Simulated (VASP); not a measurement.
# Li2Se (Fm-3m) in VASP: relaxation of cell and atoms with HSE06

Aim: the relaxation of cell and atoms of Li2Se with HSE06.

All numbers are computed with VASP 6.6.1; they aren't measurements. Logs are shortened: lines on timing, memory, paths and dates and some standing lists are left out, and cuts for length are marked.

### 1 The cell of the first run

The structure is cubic, space group Fm-3m (No. 225). Conventional cell: a = 5.987 Å, b = 5.987 Å, c = 5.987 Å, α = 90.00°, β = 90.00°, γ = 90.00°. Within 3.4 Å of Li (site symmetry -43m) lie 4 Se at 2.59 Å and 6 Li at 2.99 Å. Se (site symmetry m-3m) has 8 Li at 2.59 Å within 3.4 Å.

### 2 Relaxation of cell and atoms, HSE06

The input, POSCAR:

```
Li2Se
1.0
    0.0000000000      2.9934587684      2.9934587684
    2.9934587684      0.0000000000      2.9934587684
    2.9934587684      2.9934587684      0.0000000000
Li Se
2 1
Direct
    0.2500000000      0.2500000000      0.2500000000
    0.7500000000      0.7500000000      0.7500000000
    0.0000000000      0.0000000000      0.0000000000
```

The input, INCAR.step1:

```
PREC = Accurate
ENCUT = 750
EDIFF = 1E-5
ISMEAR = -1
SIGMA = 0.02
LREAL = False
LASPH = True
NELM = 120
ALGO = Normal
LWAVE = True
LCHARG = False
GGA = PE
NBANDS = 13
GGA_COMPAT = False
IBRION = 2
ISIF = 3
EDIFFG = -0.005
NELMIN = 4
NSW = 100
```

The input, INCAR.step2:

```
PREC = Accurate
ENCUT = 750
EDIFF = 1E-7
ISMEAR = -1
SIGMA = 0.02
LREAL = False
LASPH = True
NELM = 120
ALGO = Normal
ISIF = 3
LWAVE = False
LCHARG = False
GGA = PE
LHFCALC = True
HFSCREEN = 0.2079
PRECFOCK = Normal
IBRION = 2
NSW = 80
EDIFFG = -0.005
ISTART = 1
GGA_COMPAT = False
NELMIN = 4
```

The input, KPOINTS:

```
regular mesh
0
Gamma
  4 4 4
```

Potentials or basis: VASP PAW PBE potentials, release 64 (Li_sv, Se).

Started as:

```console
cat potpaw_PBE.64/Li_sv/POTCAR potpaw_PBE.64/Se/POTCAR > POTCAR
cp INCAR.step1 INCAR
mpirun -np 1 vasp_std > vasp.out
cp INCAR.step2 INCAR
mpirun -np 1 vasp_std > vasp.out
```

OUTCAR:

```text
PREC = Accurate
   ENCUT = 750
   EDIFF = 1E-7
   ISMEAR = -1
   LREAL = False
   LASPH = True
   NELM = 120
   ISIF = 3
   GGA = PE
   LHFCALC = True
   HFSCREEN = 0.2079
   PRECFOCK = Normal
   IBRION = 2
   NSW = 80
   EDIFFG = -0.005
   ISTART = 1
   NELMIN = 4

 ion  position               nearest neighbor table
   1  0.250  0.250  0.250-   3 2.59   3 2.59   3 2.59   3 2.59
   2  0.750  0.750  0.750-   3 2.59   3 2.59   3 2.59   3 2.59
   3  0.000  0.000  0.000-   2 2.59   2 2.59   2 2.59   1 2.59   2 2.59   1 2.59   1 2.59   1 2.59

  LATTYP: Found a face centered cubic cell.
 ALAT       =     5.9869175368

  Lattice vectors:

 A1 = (   0.0000000000,   2.9934587684,   2.9934587684)
 A2 = (   2.9934587684,   0.0000000000,   2.9934587684)
 A3 = (   2.9934587684,   2.9934587684,   0.0000000000)

Analysis of symmetry for initial positions (statically):
=====================================================================
 Subroutine PRICEL returns:
 Original cell was already a primitive cell.

 Routine SETGRP: Setting up the symmetry group for a
 face centered cubic supercell.

 Subroutine GETGRP returns: Found 48 space group operations
 (whereof 48 operations were pure point group operations)
 out of a pool of 48 trial point group operations.

The static configuration has the point symmetry O_h .

Analysis of symmetry for dynamics (positions and initial velocities):
=====================================================================
 Subroutine PRICEL returns:
 Original cell was already a primitive cell.

 Routine SETGRP: Setting up the symmetry group for a
 face centered cubic supercell.

 Subroutine GETGRP returns: Found 48 space group operations
 (whereof 48 operations were pure point group operations)
 out of a pool of 48 trial point group operations.

The dynamic configuration has the point symmetry O_h .

 Subroutine INISYM returns: Found 48 space group operations
 (whereof 48 operations are pure point group operations),
 and found     1 'primitive' translations

----------------------------------------------------------------------------------------

                                     Primitive cell

  volume of cell :      53.6475

  direct lattice vectors                    reciprocal lattice vectors
     0.000000000  2.993458768  2.993458768    -0.167030863  0.167030863  0.167030863
     2.993458768  0.000000000  2.993458768     0.167030863 -0.167030863  0.167030863
     2.993458768  2.993458768  0.000000000     0.167030863  0.167030863 -0.167030863

  length of vectors
     4.233389989  4.233389989  4.233389989     0.289305940  0.289305940  0.289305940

  position of ions in fractional coordinates (direct lattice)
     0.250000000  0.250000000  0.250000000
     0.750000000  0.750000000  0.750000000
     0.000000000  0.000000000  0.000000000

  ion indices of the primitive-cell ions
   primitive index   ion index
                 1           1
                 2           2
                 3           3

----------------------------------------------------------------------------------------

 KPOINTS: regular mesh

Automatic generation of k-mesh.
 Grid dimensions read from file:
 generate k-points for:    4    4    4

 Generating k-lattice:

  Cartesian coordinates                     Fractional coordinates (reciprocal lattice)
    -0.041757716  0.041757716  0.041757716     0.250000000  0.000000000  0.000000000
     0.041757716 -0.041757716  0.041757716     0.000000000  0.250000000  0.000000000
     0.041757716  0.041757716 -0.041757716     0.000000000  0.000000000  0.250000000

  Length of vectors
     0.072326485  0.072326485  0.072326485

  Shift w.r.t. Gamma in fractional coordinates (k-lattice)
     0.000000000  0.000000000  0.000000000

 Subroutine IBZKPT returns following result:
 ===========================================

 Found      8 irreducible k-points:

 Following reciprocal coordinates:
            Coordinates               Weight
  0.000000  0.000000  0.000000      1.000000
  0.250000  0.000000  0.000000      8.000000
  0.500000  0.000000  0.000000      4.000000
  0.250000  0.250000  0.000000      6.000000
  0.500000  0.250000  0.000000     24.000000
 -0.250000  0.250000  0.000000     12.000000
  0.500000  0.500000  0.000000      3.000000
 -0.250000  0.500000  0.250000      6.000000
   k-points           NKPTS =      8   k-points in BZ     NKDIM =     64   number of bands    NBANDS=     10
   number of dos      NEDOS =    301   number of ions     NIONS =      3
   total plane-waves  NPLWV =  64000
   dimension x,y,z NGX =    40 NGY =   40 NGZ =   40
   dimension x,y,z NGXF=    80 NGYF=   80 NGZF=   80
   ions per type =               2   1
   NGX,Y,Z   is equivalent  to a cutoff of  15.71, 15.71, 15.71 a.u.
   NGXF,Y,Z  is equivalent  to a cutoff of  31.42, 31.42, 31.42 a.u.
 SYSTEM =  unknown system
   PREC   = accura    normal or accurate (medium, high low for compatibility)
   ISTART =      1    job   : 0-new  1-cont  2-samecut
   ICHARG =      0    charge: 1-file 2-atom 10-const
   ISPIN  =      1    spin polarized calculation?
   LNONCOLLINEAR =      F non collinear calculations
   LSORBIT =      F    spin-orbit coupling
   LASPH  =      T    aspherical Exc in radial PAW
   ENCUT  =  750.0 eV  55.12 Ry    7.42 a.u.   9.45  9.45  9.45*2*pi/ulx,y,z
   NELM   =    120;   NELMIN=  4; NELMDL=  0     # of ELM steps
   EDIFF  = 0.1E-06   stopping-criterion for ELM
   LREAL  =      F    real-space projection
   EDIFFG = -.5E-02   stopping-criterion for IOM
   NSW    =     80    number of steps for IOM
   IBRION =      2    ionic relax: 0-MD 1-quasi-New 2-CG
   NFREE  =      1    steps in history (QN), initial steepest desc. (CG)
   ISIF   =      3    stress and relaxation
   ISYM   =      3    0-nonsym 1-usesym 2-fastsym
   POTIM  = 0.5000    time-step for ionic-motion
   TEBEG  =    0.0;   TEEND  =   0.0 temperature during run
   PSTRESS=    0.0 pullay stress
   NELECT =      12.0000    total number of electrons
   NUPDOWN=      -1.0000    fix difference up-down
   EMIN   =  10.00;   EMAX   =-10.00  energy-range for DOS
   EFERMI =   0.00;   METHOD = LEGACY
   ISMEAR =    -1;   SIGMA  =   0.02  broadening in eV -4-tet -1-fermi 0-gaus
   EFERMI_NEDOS =   21; number of points for ismear=-14 and -15
   IALGO  =     38    algorithm
   IMIX   =      1    mixing-type and parameters
     AMIX     =   0.40;   BMIX     =  1.00
     AMIX_MAG =   1.60;   BMIX_MAG =  1.00
  volume/ion in A,a.u.               =      17.88       120.68
  Fermi-wavevector in a.u.,A,eV,Ry     =   0.993769  1.877950 13.436789  0.987576
  Thomas-Fermi vector in A             =   2.125673
   LORBIT       =      0    0 simple, 1 ext, 2 COOP (PROOUT), +10 PAW based schemes
   GGA     = PE    functional components
   LHFCALC =     T    Hartree Fock is set to
   PRECFOCK=normal    Normal, Fast or Accurate (Low or Medium for compatibility)
   ENCUT4O =  -1.0   cutoff for four orbital integrals eV
   NKREDX  =     1    reduce k-point grid by
   NKREDY  =     1    reduce k-point grid by
   NKREDZ  =     1    reduce k-point grid by
   AEXX    =    0.2500 exact exchange contribution
   HFSCREEN=    0.2079 screening length (either q_TF or 0.3 A-1)
   HFSCREENC=   0.2079 screening length for correlation (either q_TF or 0.3 A-1)
   ENCUTFOCK=  -1.0 apply spherical cutoff to Coloumb kernel
   IVDW    =     0    specifies the selected vdW correction
   LEPSILON=     F    determine dielectric tensor
   LRPA    =     F    only Hartree local field effects (RPA)
 conjugate gradient relaxation of ions
 non-spin polarized calculation
  energy-cutoff  :      750.00
  volume of cell :       53.65
 maximum number of plane-waves:      2525
 NGX is ok and might be reduce to    40
  NGX = 30; NGY = 30; NGZ = 30

--------------------------------------- Ionic step        1  -------------------------------------------

 number of electron      12.0000003 magnetization

 Free energy of the ion-electron system (eV)
  ---------------------------------------------------
  ext. energy  EPLUGINS =         0.00000000
  ---------------------------------------------------
  free energy    TOTEN  =       -12.55567987 eV

  energy without entropy =      -12.55567987  energy(sigma->0) =      -12.55567987

------------------------ aborting loop because EDIFF is reached ----------------------------------------

  FORCE on cell =-STRESS in cart. coord.  units (eV):
  Direction    XX          YY          ZZ          XY          YZ          ZX
  --------------------------------------------------------------------------------------
  -------------------------------------------------------------------------------------
  Total       -0.1431760     -0.1431760     -0.1431760      0.0000000      0.0000000      0.0000000
  in kB       -4.2759323     -4.2759323     -4.2759323      0.0000000      0.0000000      0.0000000
  external PRESSURE =      -4.2759323 kB  Pullay stress =       0.0000000 kB

 VOLUME and BASIS-vectors are now :
 -----------------------------------------------------------------------------
  energy-cutoff  :      750.00
  volume of cell :       53.65
      direct lattice vectors                 reciprocal lattice vectors
     0.000000000  2.993458768  2.993458768    -0.167030863  0.167030863  0.167030863
     2.993458768  0.000000000  2.993458768     0.167030863 -0.167030863  0.167030863
     2.993458768  2.993458768  0.000000000     0.167030863  0.167030863 -0.167030863
[... 75 lines left out ...]
 POSITION                                       TOTAL-FORCE (eV/Angst)
 -----------------------------------------------------------------------------------
      1.48901      1.48901      1.48901        -0.000000     -0.000000     -0.000000
      4.46702      4.46702      4.46702         0.000000      0.000000      0.000000
      0.00000      0.00000      0.00000         0.000000     -0.000000     -0.000000
 -----------------------------------------------------------------------------------
    total drift:                               -0.000005     -0.000003     -0.000000

  FREE ENERGIE OF THE ION-ELECTRON SYSTEM (eV)
  ---------------------------------------------------
  free  energy   TOTEN  =       -12.5564300948 eV

  energy  without entropy=      -12.5564300948  energy(sigma->0) =      -12.55643009

--------------------------------------- Ionic step        4  -------------------------------------------

 number of electron      12.0000001 magnetization

 Free energy of the ion-electron system (eV)
  ---------------------------------------------------
  ext. energy  EPLUGINS =         0.00000000
  ---------------------------------------------------
  free energy    TOTEN  =       -12.55651338 eV

  energy without entropy =      -12.55651338  energy(sigma->0) =      -12.55651338

 E-fermi :   1.0441     XC(G=0):  -6.9761

 val. band max:        0.4657696280   @ k =   0.0000   0.0000   0.0000
 cond. band min:       4.2845979846   @ k =   0.5000   0.5000   0.0000
 fundamental gap:      3.8188283567
 Fermi energy:         1.0440935336

 k-point     1 :       0.0000    0.0000    0.0000
  band No.  band energies     occupation
      1     -47.2680      2.00000
      2     -47.2408      2.00000
      3     -12.0539      2.00000
      4       0.4658      2.00000
      5       0.4658      2.00000
      6       0.4658      2.00000
      7       4.9100      0.00000
      8       7.1438      0.00000
      9       7.1438      0.00000
     10       7.1438      0.00000

 k-point     2 :       0.2500    0.0000    0.0000
  band No.  band energies     occupation
      1     -47.2638      2.00000
      2     -47.2444      2.00000
      3     -11.8443      2.00000
      4      -1.4597      2.00000
      5       0.1488      2.00000
      6       0.1488      2.00000
      7       6.0899      0.00000
      8       7.7112      0.00000
      9       7.7112      0.00000
     10       8.5168      0.00000
[... 98 lines left out ...]
 POSITION                                       TOTAL-FORCE (eV/Angst)
 -----------------------------------------------------------------------------------
      1.49076      1.49076      1.49076         0.000000      0.000000      0.000000
      4.47229      4.47229      4.47229        -0.000000     -0.000000     -0.000000
      0.00000      0.00000      0.00000        -0.000000     -0.000000     -0.000000
 -----------------------------------------------------------------------------------
    total drift:                                0.000001     -0.000001     -0.000001

  FREE ENERGIE OF THE ION-ELECTRON SYSTEM (eV)
  ---------------------------------------------------
  free  energy   TOTEN  =       -12.5565133791 eV

  energy  without entropy=      -12.5565133791  energy(sigma->0) =      -12.55651338

 reached required accuracy - stopping structural energy minimisation
```

Run time: 30 min. Hardware: 1 thread of Intel Xeon Platinum 8259CL at 2.50GHz (Skylake/Cascade Lake), shared host; peak memory 0.36 GiB.

Results:

- Free energy: -12.5565 eV
- Relaxed volume: 17.67 Å³/atom
- Relaxed cell: a = 4.217 Å, b = 4.217 Å, c = 4.217 Å, α = 60.00°, β = 60.00°, γ = 60.00°
- Space group after relaxing (to 0.1 Å): Fm-3m (No. 225)
- Energy gained by relaxing: 0.3 meV/atom
- Ionic steps: 4
- Pressure after relaxing: 0.0 GPa
- Band gap on the k mesh: 3.82 eV (least direct gap 4.44 eV)

The path:
| step | energy change (eV) | largest force (eV/Å) | pressure (GPa) | volume (Å³) |
| --- | --- | --- | --- | --- |
| 1 | 0.0000 | 0.0000 | -0.43 | 53.65 |
| 2 | -0.0007 | 0.0000 | -0.19 | 53.28 |
| 3 | -0.0008 | 0.0000 | 0.13 | 52.82 |
| 4 | -0.0008 | 0.0000 | 0.01 | 53.01 |

Final structure:
```
Li Se
1.0
     0.00000    2.98153    2.98153
     2.98153    0.00000    2.98153
     2.98153    2.98153    0.00000
Li Se
2 1
Direct
  0.25000 0.25000 0.25000
  0.75000 0.75000 0.75000
  0.00000 0.00000 0.00000
```

Caveat: the k points lie up to 0.46 Å⁻¹ apart in the final cell; the PAW data sets were made with another functional, which shifts forces and pressure a little. A k mesh can miss the band edges.
